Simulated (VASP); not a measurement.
# Ca (Immm) in VASP: relaxation of cell and atoms with PBE

Aim: the relaxation of cell and atoms of Ca with PBE.

Everything below comes from runs of VASP 6.6.1. Logs are shortened: lines on timing, memory, paths and dates and some standing lists are left out, and cuts for length are marked.

**1. The cell of the first run**

Symmetry: Immm, No. 71, orthorhombic system. The conventional cell has a = 4.193 Å, b = 4.203 Å, c = 4.891 Å, α = 90.00°, β = 90.00°, γ = 90.00°. Within 5.0 Å of Ca (site symmetry mmm) lie 14 Ca at 3.85 to 4.89 Å.

**2. Relaxation of cell and atoms, PBE**

File INCAR:

```
PREC = Accurate ; ENCUT = 600
EDIFF = 1E-7 ; ISMEAR = 0
SIGMA = 0.1 ; LREAL = False
LASPH = True ; NELM = 80
ALGO = Fast ; ISIF = 3
LWAVE = False ; LCHARG = False
GGA = PE ; IBRION = 2
NSW = 100 ; EDIFFG = -0.01
```

File KPOINTS:

```
regular mesh
0
Gamma
  14 14 14
```

File POSCAR:

```
Ca
1.0
   -2.0964874600      2.1017318100      2.4453524600
    2.0964874600     -2.1017318100      2.4453524600
    2.0964874600      2.1017318100     -2.4453524600
Ca
1
Direct
    0.5000000000      0.5000000000      0.0000000000
```

Potentials or basis: VASP PAW PBE potentials, release 64 (Ca_sv).

Run with:

```bash
$ cat potpaw_PBE.64/Ca_sv/POTCAR > POTCAR
$ mpirun -np 1 vasp_std > vasp.out
```

OUTCAR:

```text
PREC = Accurate
   ENCUT = 600
   EDIFF = 1E-7
   ISMEAR = 0
   LREAL = False
   LASPH = True
   NELM = 80
   ISIF = 3
   GGA = PE
   IBRION = 2
   NSW = 100
   EDIFFG = -0.01

 ion  position               nearest neighbor table
   1  0.500  0.500  0.000-

  LATTYP: Found a body centered orthorhombic cell.
 ALAT       =     4.1929749200
 B/A-ratio  =     1.0025014936
 C/A-ratio  =     1.1664045250

  Lattice vectors:

 A1 = (  -2.0964874600,   2.1017318100,   2.4453524600)
 A2 = (   2.0964874600,  -2.1017318100,   2.4453524600)
 A3 = (   2.0964874600,   2.1017318100,  -2.4453524600)

Analysis of symmetry for initial positions (statically):
=====================================================================
 Subroutine PRICEL returns:
 Original cell was already a primitive cell.

 Routine SETGRP: Setting up the symmetry group for a
 body centered orthorhombic supercell.

 Subroutine GETGRP returns: Found  8 space group operations
 (whereof  8 operations were pure point group operations)
 out of a pool of  8 trial point group operations.

The static configuration has the point symmetry D_2h.

Analysis of symmetry for dynamics (positions and initial velocities):
=====================================================================
 Subroutine PRICEL returns:
 Original cell was already a primitive cell.

 Routine SETGRP: Setting up the symmetry group for a
 body centered orthorhombic supercell.

 Subroutine GETGRP returns: Found  8 space group operations
 (whereof  8 operations were pure point group operations)
 out of a pool of  8 trial point group operations.

The dynamic configuration has the point symmetry D_2h.

 Subroutine INISYM returns: Found  8 space group operations
 (whereof  8 operations are pure point group operations),
 and found     1 'primitive' translations

----------------------------------------------------------------------------------------

                                     Primitive cell

  volume of cell :      43.0994

  direct lattice vectors                    reciprocal lattice vectors
    -2.096487460  2.101731810  2.445352460     0.000000000  0.237899050  0.204469502
     2.096487460 -2.101731810  2.445352460     0.238494153  0.000000000  0.204469502
     2.096487460  2.101731810 -2.445352460     0.238494153  0.237899050  0.000000000

  length of vectors
     3.846073962  3.846073962  3.846073962     0.313693696  0.314145250  0.336861127

  position of ions in fractional coordinates (direct lattice)
     0.500000000  0.500000000  0.000000000

  ion indices of the primitive-cell ions
   primitive index   ion index
                 1           1

----------------------------------------------------------------------------------------

 KPOINTS: regular mesh

Automatic generation of k-mesh.
 Grid dimensions read from file:
 generate k-points for:   14   14   14

 Generating k-lattice:

  Cartesian coordinates                     Fractional coordinates (reciprocal lattice)
     0.000000000  0.016992789  0.014604964     0.071428571  0.000000000  0.000000000
     0.017035297  0.000000000  0.014604964     0.000000000  0.071428571 -0.000000000
     0.017035297  0.016992789  0.000000000     0.000000000 -0.000000000  0.071428571

  Length of vectors
     0.022406693  0.022438946  0.024061509

  Shift w.r.t. Gamma in fractional coordinates (k-lattice)
     0.000000000  0.000000000  0.000000000

 Subroutine IBZKPT returns following result:
 ===========================================

 Found    428 irreducible k-points:

 Following reciprocal coordinates:
            Coordinates               Weight
  0.000000  0.000000  0.000000      1.000000
  0.071429 -0.000000  0.000000      4.000000
  0.142857 -0.000000  0.000000      4.000000
  0.214286 -0.000000  0.000000      4.000000
  0.285714 -0.000000  0.000000      4.000000
  0.357143 -0.000000  0.000000      4.000000
[... 16 lines left out ...]
 -0.000000  0.142857  0.000000      4.000000
  0.071429  0.142857  0.000000      8.000000
 [... further k-points ...]
   k-points           NKPTS =    428   k-points in BZ     NKDIM =    428   number of bands    NBANDS=      9
   number of dos      NEDOS =    301   number of ions     NIONS =      1
   total plane-waves  NPLWV =  32768
   dimension x,y,z NGX =    32 NGY =   32 NGZ =   32
   dimension x,y,z NGXF=    64 NGYF=   64 NGZF=   64
   ions per type =               1
   NGX,Y,Z   is equivalent  to a cutoff of  13.83, 13.83, 13.83 a.u.
   NGXF,Y,Z  is equivalent  to a cutoff of  27.66, 27.66, 27.66 a.u.
 SYSTEM =  unknown system
   PREC   = accura    normal or accurate (medium, high low for compatibility)
   ISTART =      0    job   : 0-new  1-cont  2-samecut
   ICHARG =      2    charge: 1-file 2-atom 10-const
   ISPIN  =      1    spin polarized calculation?
   LNONCOLLINEAR =      F non collinear calculations
   LSORBIT =      F    spin-orbit coupling
   LASPH  =      T    aspherical Exc in radial PAW
   ENCUT  =  600.0 eV  44.10 Ry    6.64 a.u.   7.68  7.68  7.68*2*pi/ulx,y,z
   NELM   =     80;   NELMIN=  2; NELMDL= -5     # of ELM steps
   EDIFF  = 0.1E-06   stopping-criterion for ELM
   LREAL  =      F    real-space projection
   EDIFFG = -.1E-01   stopping-criterion for IOM
   NSW    =    100    number of steps for IOM
   IBRION =      2    ionic relax: 0-MD 1-quasi-New 2-CG
   NFREE  =      1    steps in history (QN), initial steepest desc. (CG)
   ISIF   =      3    stress and relaxation
   ISYM   =      2    0-nonsym 1-usesym 2-fastsym
   POTIM  = 0.5000    time-step for ionic-motion
   TEBEG  =    0.0;   TEEND  =   0.0 temperature during run
   PSTRESS=    0.0 pullay stress
   NELECT =      10.0000    total number of electrons
   NUPDOWN=      -1.0000    fix difference up-down
   EMIN   =  10.00;   EMAX   =-10.00  energy-range for DOS
   EFERMI =   0.00;   METHOD = LEGACY
   ISMEAR =     0;   SIGMA  =   0.10  broadening in eV -4-tet -1-fermi 0-gaus
   EFERMI_NEDOS =   21; number of points for ismear=-14 and -15
   IALGO  =     68    algorithm
   IMIX   =      4    mixing-type and parameters
     AMIX     =   0.40;   BMIX     =  1.00
     AMIX_MAG =   1.60;   BMIX_MAG =  1.00
  volume/ion in A,a.u.               =      43.10       290.85
  Fermi-wavevector in a.u.,A,eV,Ry     =   1.005969  1.901005 13.768730  1.011973
  Thomas-Fermi vector in A             =   2.138682
   LORBIT       =      0    0 simple, 1 ext, 2 COOP (PROOUT), +10 PAW based schemes
   GGA     = PE    functional components
   LHFCALC =     F    Hartree Fock is set to
   AEXX    =    0.0000 exact exchange contribution
   IVDW    =     0    specifies the selected vdW correction
   LEPSILON=     F    determine dielectric tensor
   LRPA    =     F    only Hartree local field effects (RPA)
 conjugate gradient relaxation of ions
 non-spin polarized calculation
 RMM-DIIS sequential band-by-band and
 Gauss-broadening in eV      SIGMA  =   0.10
  energy-cutoff  :      600.00
  volume of cell :       43.10
 maximum number of plane-waves:      1453
   NGX = 15   NGY = 15   NGZ = 15

--------------------------------------- Ionic step        1  -------------------------------------------

 number of electron      10.0000001 magnetization

 Free energy of the ion-electron system (eV)
  ---------------------------------------------------
  ext. energy  EPLUGINS =         0.00000000
  ---------------------------------------------------
  free energy    TOTEN  =        -1.92145358 eV

  energy without entropy =       -1.91398302  energy(sigma->0) =       -1.91771830

------------------------ aborting loop because EDIFF is reached ----------------------------------------

  FORCE on cell =-STRESS in cart. coord.  units (eV):
  Direction    XX          YY          ZZ          XY          YZ          ZX
  --------------------------------------------------------------------------------------
  -------------------------------------------------------------------------------------
  Total       -0.1184121     -0.1248193     -0.0344505     -0.0000000      0.0000000      0.0000000
  in kB       -4.4018546     -4.6400356     -1.2806625     -0.0000000      0.0000000      0.0000000
  external PRESSURE =      -3.4408509 kB  Pullay stress =       0.0000000 kB
[... 86 lines left out ...]
  FREE ENERGIE OF THE ION-ELECTRON SYSTEM (eV)
  ---------------------------------------------------
  free  energy   TOTEN  =        -1.9227954174 eV

  energy  without entropy=       -1.9153234835  energy(sigma->0) =       -1.91905945

[... ionic steps 4 to 16 ...]

--------------------------------------- Ionic step       17  -------------------------------------------

 number of electron      10.0000001 magnetization

------------------------ aborting loop because EDIFF is reached ----------------------------------------

  FORCE on cell =-STRESS in cart. coord.  units (eV):
  Direction    XX          YY          ZZ          XY          YZ          ZX
  --------------------------------------------------------------------------------------
  -------------------------------------------------------------------------------------
  Total        0.0041588      0.0183450     -0.0044927     -0.0000000      0.0000000      0.0000000
  in kB        0.1578766      0.6964132     -0.1705501     -0.0000000      0.0000000      0.0000000
  external PRESSURE =       0.2279133 kB  Pullay stress =       0.0000000 kB
[... 55 lines left out ...]
  energy  without entropy=       -1.9258495701  energy(sigma->0) =       -1.92935466

--------------------------------------- Ionic step       19  -------------------------------------------

 number of electron      10.0000001 magnetization

 Free energy of the ion-electron system (eV)
  ---------------------------------------------------
  ext. energy  EPLUGINS =         0.00000000
  ---------------------------------------------------
  free energy    TOTEN  =        -1.93300399 eV

  energy without entropy =       -1.92599376  energy(sigma->0) =       -1.92949887

 E-fermi :   1.9424     XC(G=0):  -7.7277

 val. band max:        1.9282006301   @ k =  -0.2143   0.5000   0.1429
 cond. band min:       1.9720273880   @ k =   0.3571  -0.3571   0.3571
 fundamental gap:      0.0438267579
 Fermi energy:         1.9424491245

 k-point     1 :       0.0000    0.0000    0.0000
  band No.  band energies     occupation
      1     -40.0757      2.00000
      2     -20.9933      2.00000
      3     -20.9933      2.00000
      4     -20.9929      2.00000
      5      -2.0715      2.00000
      6       4.2810      0.00000
      7       4.2824      0.00000
      8       4.2830      0.00000
      9       5.3478      0.00000
[... 265 lines left out ...]
 k-point    24 :       0.0714    0.1429    0.0000
  band No.  band energies     occupation
      1     -40.0718      2.00000
      2     -21.0302      2.00000
      3     -21.0034      2.00000
      4     -20.9967      2.00000
      5      -1.5306      2.00000
      6       3.7769      0.00000
      7       4.3764      0.00000
      8       4.4804      0.00000
      9       5.0910      0.00000

 [... further k-points ...]

------------------------ aborting loop because EDIFF is reached ----------------------------------------

  FORCE on cell =-STRESS in cart. coord.  units (eV):
  Direction    XX          YY          ZZ          XY          YZ          ZX
  --------------------------------------------------------------------------------------
  -------------------------------------------------------------------------------------
  Total       -0.0034057     -0.0057690     -0.0085899     -0.0000000      0.0000000      0.0000000
  in kB       -0.1289614     -0.2184482     -0.3252679     -0.0000000      0.0000000      0.0000000
  external PRESSURE =      -0.2242258 kB  Pullay stress =       0.0000000 kB
[... 16 lines left out ...]
  FREE ENERGIE OF THE ION-ELECTRON SYSTEM (eV)
  ---------------------------------------------------
  free  energy   TOTEN  =        -1.9330039926 eV

  energy  without entropy=       -1.9259937574  energy(sigma->0) =       -1.92949887

 reached required accuracy - stopping structural energy minimisation
```

Run time: 69 min. Hardware: 1 thread of Intel Xeon 8259CL, shared host; peak memory 0.42 GiB.

What came out:

```
Free energy                           : -1.9330 eV
Relaxed volume                        : 42.31 Å³/atom
Relaxed cell                          : a = 3.911 Å, b = 3.911 Å, c = 3.911 Å, α = 120.01°, β = 119.99°, γ = 90.01°
Space group after relaxing (to 0.1 Å) : Fm-3m (No. 225)
Energy gained by relaxing             : 11.6 meV/atom
Ionic steps                           : 19
Pressure after relaxing               : 0.0 GPa
Band gap on the k mesh                : zero (bands 5 and 6 overlap by 0.32 eV)
```

Step by step:
| step | energy change (eV) | largest force (eV/Å) | pressure (GPa) | volume (Å³) |
| --- | --- | --- | --- | --- |
| 1 | 0.0000 | 0.0000 | -0.34 | 43.10 |
| 2 | -0.0011 | 0.0000 | -0.12 | 42.52 |
| 3 | -0.0013 | 0.0000 | 0.10 | 42.00 |
| 4 | -0.0013 | 0.0000 | 0.07 | 42.06 |
| 5 | -0.0017 | 0.0000 | 0.07 | 42.05 |
| 6 | -0.0029 | 0.0000 | 0.08 | 42.03 |
| 7 | -0.0053 | 0.0000 | 0.12 | 41.96 |
| 8 | -0.0095 | 0.0000 | 0.23 | 41.70 |
| 9 | -0.0011 | 0.0000 | 0.64 | 40.78 |
| 10 | -0.0104 | 0.0000 | 0.30 | 41.55 |
| 11 | -0.0104 | 0.0000 | 0.31 | 41.41 |
| 12 | -0.0110 | 0.0000 | 0.20 | 41.79 |
| 13 | -0.0111 | 0.0000 | 0.15 | 41.89 |
| 14 | -0.0110 | 0.0000 | 0.07 | 42.08 |
| 15 | -0.0111 | 0.0000 | 0.12 | 41.96 |
| 16 | -0.0113 | 0.0000 | 0.08 | 42.05 |
| 17 | -0.0115 | 0.0000 | 0.02 | 42.20 |
| 18 | -0.0114 | 0.0000 | -0.10 | 42.51 |
| 19 | -0.0116 | 0.0000 | -0.02 | 42.31 |

Final structure:
```
Ca
1.0
    -1.95545    1.95604    2.76551
     1.95545   -1.95604    2.76551
     1.95545    1.95604   -2.76551
Ca
1
Cartesian
  0.0000 0.0000 2.7655
```

The gap in the log of VASP goes by the Fermi energy; the results here count the filled bands.